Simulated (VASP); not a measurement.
Rh, 1 atom in the cell. The structure is cubic, space group Fm-3m (No. 225). The conventional cell has a = 3.796 Å, b = 3.796 Å, c = 3.796 Å, α = 90.00°, β = 90.00°, γ = 90.00°. Within 3.5 Å of Rh (site symmetry m-3m) lie 12 Rh at 2.68 Å. 

| Item | Value |
| --- | --- |
| Program | VASP 6.6.1 |
| Task | single point |
| Functional | PBE |
| Potentials or basis | VASP PAW PBE potentials, release 64 (Rh_pv) |
| Cutoff | 520 eV |
| k mesh | 12 × 12 × 12 |
| Occupations | gaussian, width 0.013 eV |
| Spin | no spin polarisation |
| Dipole correction | no |
| Further INCAR settings | ALGO = Fast; EDIFF = 1e-06; NBANDS = 14 |

Potentials or basis: VASP PAW PBE potentials, release 64 (Rh_pv).

Run with:

```bash
$ cat potpaw_PBE.64/Rh_pv/POTCAR > POTCAR
$ mpirun -np 1 vasp_std > vasp.out
```

Hardware: 1 thread of AMD EPYC 7R13 (shared host).

**Question.** Estimate the wall time of this run.

**Answer.** It took 30 s on 1 thread of AMD EPYC 7R13, on a shared host, peak memory 0.1 GiB. Counts: scf iterations 12, k points 72.
